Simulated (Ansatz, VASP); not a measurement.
# C: VASP beside Ansatz

The input INCAR:

```
PREC = Accurate
ENCUT = 520
EDIFF = 1E-6
ISMEAR = 0
SIGMA = 0.02
LREAL = False
LASPH = True
NELM = 100
ALGO = Normal
ISIF = 2
LWAVE = False
LCHARG = False
GGA = PS
IBRION = 2
NSW = 60
EDIFFG = -0.002
```

The input KPOINTS:

```
Automatic mesh
0
Gamma
  9 9 6
```

Contents of POSCAR:

```
C
1.0
    2.4612466107      0.0000000000      0.0000000000
   -1.2306233054      2.1315020899      0.0000000000
    0.0000000000      0.0000000000      4.1627789741
C
4
Direct
    0.3333333333      0.6666666667      0.0000573180
    0.6666666667      0.3333333333      0.5000573180
    0.3333333333      0.6666666667      0.3739426820
    0.6666666667      0.3333333333      0.8739426820
```

Input for Ansatz:

```yaml
crystal:
  lattice:
    - [2.4612466107, 0.0, 0.0]
    - [-1.2306233054, 2.1315020899, 0.0]
    - [0.0, 0.0, 4.1627789741]
  atoms:
    - { symbol: C, position: [0.3333333333, 0.6666666667, 5.7318e-05] }
    - { symbol: C, position: [0.6666666667, 0.3333333333, 0.500057318] }
    - { symbol: C, position: [0.3333333333, 0.6666666667, 0.373942682] }
    - { symbol: C, position: [0.6666666667, 0.3333333333, 0.873942682] }
basis:
  ecutwfc: 420
kpoints:
  mp_grid: { grid: [9, 9, 6] }
hamiltonian:
  xc: pbesol
  pseudopotentials: { kind: paw, azcp: { folder: soft_1 } }
scf:
  occupations: { method: gaussian, width: 0.02 }
output:
  forces: true
  stress: true
  eigenvalues: true
relax:
  adjacent_minimum: "off"
  f_tol: 0.002
  max_steps: 40
```

Change from the starting cell: strained cell.

Alike in both runs: task relaxation of the atoms; functional PBEsol; k mesh 9 × 9 × 6; occupations gaussian, width 0.02 eV; no spin polarisation.

|  | VASP | Ansatz |
| --- | --- | --- |
| version | VASP 6.6.1 | Ansatz 0.2.0 |
| potentials or method | VASP PAW PBE potentials, release 64 (C), cutoff 520 eV | scalar-relativistic, plane waves, PAW |
| valence electrons in the cell | 16 | 16 |

VASP gave:

* gap on the k mesh at the Fermi level, each at its own relaxed structure (eV): 2.87

Task: What did Ansatz give for the same quantities?

Result: gap on the k mesh at the Fermi level, each at its own relaxed structure (eV): 2.89.

VASP's potentials were made for PBE, not for PBEsol, and Ansatz warns of the same on its side. Ansatz's warnings: stress scf threshold loose.
